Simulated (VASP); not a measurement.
# Li (R-3m) in VASP: notebook, part 2 of 2

VASP 6.6.1.

## Step 4: Electric field gradients, PBEsol (22.33 Å³/atom)

This run uses another cell than the first one, of 22.33 Å³/atom.

Input file INCAR:

```
PREC = Accurate
ENCUT = 520
EDIFF = 1E-8
ISMEAR = -1
SIGMA = 0.05
LREAL = False
LASPH = True
NELM = 80
ALGO = Normal
ISIF = 2
LWAVE = False
LCHARG = False
GGA = PS
LEFG = True
NBANDS = 12
```

Input file KPOINTS:

```
Automatic mesh
0
Gamma
  12 12 12
```

Input file POSCAR:

```
Li
1.0
    1.5809086266      0.9127380211      7.7371279804
   -1.5809086266      0.9127380211      7.7371279804
    0.0000000000     -1.8254760423      7.7371279804
Li
3
Direct
    0.0000000000      0.0000000000      0.0000000000
    0.2220000000      0.2220000000      0.2220000000
    0.7780000000      0.7780000000      0.7780000000
```

Potentials or basis: VASP PAW PBE potentials, release 64 (Li_sv).

Launch:

```
> cat potpaw_PBE.64/Li_sv/POTCAR > POTCAR
> mpirun -np 1 vasp_std > vasp.out
```

OUTCAR:

```text
PREC = Accurate
   ENCUT = 520
   EDIFF = 1E-8
   ISMEAR = -1
   LREAL = False
   LASPH = True
   NELM = 80
   ISIF = 2
   GGA = PS

 ion  position               nearest neighbor table
   1  0.000  0.000  0.000-
   2  0.222  0.222  0.222-
   3  0.778  0.778  0.778-

  LATTYP: Found a trigonal (rhomboedric) cell.
 ALAT       =     7.9495605014
 COS(alpha) =     0.9209034946

  Lattice vectors:

 A1 = (   1.5809086266,   0.9127380211,   7.7371279804)
 A2 = (  -1.5809086266,   0.9127380211,   7.7371279804)
 A3 = (   0.0000000000,  -1.8254760423,   7.7371279804)

Analysis of symmetry for initial positions (statically):
=====================================================================
 Subroutine PRICEL returns:
 Original cell was already a primitive cell.

 Routine SETGRP: Setting up the symmetry group for a
 trigonal (rhombohedral) supercell.

 Subroutine GETGRP returns: Found 12 space group operations
 (whereof 12 operations were pure point group operations)
 out of a pool of 12 trial point group operations.

The static configuration has the point symmetry D_3d.

Analysis of symmetry for dynamics (positions and initial velocities):
=====================================================================
 Subroutine PRICEL returns:
 Original cell was already a primitive cell.

 Routine SETGRP: Setting up the symmetry group for a
 trigonal (rhombohedral) supercell.

 Subroutine GETGRP returns: Found 12 space group operations
 (whereof 12 operations were pure point group operations)
[... 511 lines left out ...]
      7       3.7848      0.00000
      8       4.0029      0.00000
      9       4.6052      0.00000
     10       6.3594      0.00000
     11       6.8560      0.00000
     12       8.4320      0.00000

 [... further k-points ...]

------------------------ aborting loop because EDIFF is reached ----------------------------------------

  FORCE on cell =-STRESS in cart. coord.  units (eV):
  Direction    XX          YY          ZZ          XY          YZ          ZX
  --------------------------------------------------------------------------------------
  -------------------------------------------------------------------------------------
  Total       -0.4819033     -0.4819033     -0.5939526      0.0000000      0.0000000      0.0000000
  in kB      -11.5262106    -11.5262106    -14.2062175      0.0000000      0.0000000      0.0000000
  external PRESSURE =     -12.4195462 kB  Pullay stress =       0.0000000 kB

 VOLUME and BASIS-vectors are now :
 -----------------------------------------------------------------------------
  energy-cutoff  :      520.00
  volume of cell :       66.99
      direct lattice vectors                 reciprocal lattice vectors
     1.580908627  0.912738021  7.737127980     0.316273813  0.182600771  0.043082308
    -1.580908627  0.912738021  7.737127980    -0.316273813  0.182600771  0.043082308
     0.000000000 -1.825476042  7.737127980     0.000000000 -0.365201543  0.043082308

 POSITION                                       TOTAL-FORCE (eV/Angst)
 -----------------------------------------------------------------------------------
      0.00000      0.00000      0.00000         0.000000      0.000000      0.000000
      0.00000     -0.00000      5.15293         0.000000     -0.000000      0.007798
      0.00000     -0.00000     18.05846         0.000000      0.000000     -0.007798
 -----------------------------------------------------------------------------------
    total drift:                               -0.000000     -0.000000      0.000000

  FREE ENERGIE OF THE ION-ELECTRON SYSTEM (eV)
  ---------------------------------------------------
  free  energy   TOTEN  =        -5.8884044269 eV

  energy  without entropy=       -5.8768223118  energy(sigma->0) =       -5.88261337

 Electric field gradients (V/A^2)
---------------------------------------------------------------------
 ion       V_xx      V_yy      V_zz      V_xy      V_xz      V_yz
---------------------------------------------------------------------
   1      -0.033    -0.033     0.065    -0.000    -0.000     0.000
   2      -0.037    -0.037     0.074    -0.000     0.000     0.000
   3      -0.037    -0.037     0.074    -0.000    -0.000     0.000
---------------------------------------------------------------------

 Electric field gradients after diagonalization (V/A^2)
 (convention: |V_zz| > |V_xx| > |V_yy|)
----------------------------------------------------------------------
 ion       V_xx      V_yy      V_zz     asymmetry (V_yy - V_xx)/ V_zz
----------------------------------------------------------------------
   1      -0.033    -0.033     0.065       0.000
   2      -0.037    -0.037     0.074       0.000
   3      -0.037    -0.037     0.074       0.000
----------------------------------------------------------------------

           NMR quadrupolar parameters

 Cq : quadrupolar parameter    Cq=e*Q*V_zz/h
 eta: asymmetry parameters     (V_yy - V_xx)/ V_zz
 Q  : nuclear electric quadrupole moment in mb (millibarn)
----------------------------------------------------------------------
 ion       Cq(MHz)       eta       Q (mb)
----------------------------------------------------------------------
   1       0.000       0.000       1.000
   2       0.000       0.000       1.000
   3       0.000       0.000       1.000
----------------------------------------------------------------------
```

OSZICAR:

```text
N       E                     dE             d eps       ncg     rms          rms(c)
DAV:   1     0.241812090329E+02    0.24181E+02   -0.34812E+03  4544   0.646E+02
DAV:   2    -0.150432822877E+00   -0.24332E+02   -0.23679E+02  5460   0.145E+02
DAV:   3    -0.579629777440E+01   -0.56459E+01   -0.55998E+01  8712   0.373E+01
DAV:   4    -0.589451534009E+01   -0.98218E-01   -0.98158E-01  6036   0.831E+00
DAV:   5    -0.589679765695E+01   -0.22823E-02   -0.22822E-02  7072   0.102E+00    0.722E-01
DAV:   6    -0.589111680500E+01    0.56809E-02   -0.21352E-03  7784   0.243E-01    0.409E-01
DAV:   7    -0.588833586396E+01    0.27809E-02   -0.36607E-03  7888   0.334E-01    0.326E-02
DAV:   8    -0.588840822579E+01   -0.72362E-04   -0.91669E-04  6308   0.177E-01    0.303E-02
DAV:   9    -0.588841119707E+01   -0.29713E-05   -0.39532E-05  7108   0.411E-02    0.303E-02
DAV:  10    -0.588840472073E+01    0.64763E-05   -0.12578E-05  7928   0.245E-02    0.111E-03
DAV:  11    -0.588840459201E+01    0.12871E-06   -0.12034E-06  6252   0.776E-03    0.107E-03
DAV:  12    -0.588840443656E+01    0.15545E-06   -0.48468E-08  6376   0.174E-03    0.229E-04
DAV:  13    -0.588840441172E+01    0.24841E-07   -0.10119E-09  4136   0.294E-04    0.797E-05
DAV:  14    -0.588840442621E+01   -0.14496E-07   -0.58538E-10  3680   0.184E-04    0.136E-05
DAV:  15    -0.588840442686E+01   -0.64585E-09   -0.16180E-10  3540   0.119E-04
   1 F= -.58884044E+01 E0= -.58826134E+01  d E =-.115821E-01
```

stdout:

```text
POSCAR found type information on POSCAR Li
 POSCAR found :  1 types and       3 ions
 scaLAPACK will be used
 -----------------------------------------------------------------------------
|                                                                             |
|                                                                             |
|     You enforced a specific xc type in the INCAR file but a different       |
|     I HOPE YOU KNOW WHAT YOU ARE DOING!                                     |
|                                                                             |
 -----------------------------------------------------------------------------

 LDA part: xc-table for (Slater+PW92), standard interpolation
 POSCAR, INCAR and KPOINTS ok, starting setup
 FFT: planning ... GRIDC
 FFT: planning ... GRID_SOFT
 FFT: planning ... GRID
 WAVECAR not read
 entering main loop
ion   1

ion   2

ion   3
```

It took 12 min on 1 thread of AMD EPYC 7R13 (Zen 3), shared host; peak memory 0.45 GiB.

Results:

```
Free energy                             : -5.8884 eV
Largest force                           : 0.008 eV/Å
Band gap on the k mesh                  : zero (an odd number of electrons rules out a gap without spin polarisation)
Largest electric field gradient by atom : Li +0.07 V/Å²
```

Forces in eV/Å, atoms in the order of the input:
```
Li   0.000  0.000  0.000
Li   0.000  0.000  0.008
Li   0.000  0.000 -0.008
```

Caveat: the cutoff is under 1.25 times the usual one of these potentials, so pressure, stress and relaxed cells hold a basis-set (Pulay) error; without QUAD_EFG the Cq values of the log hold for a quadrupole moment of 1 mb, not for the nuclei; the PAW data sets were made with another functional, which shifts forces and pressure a little.
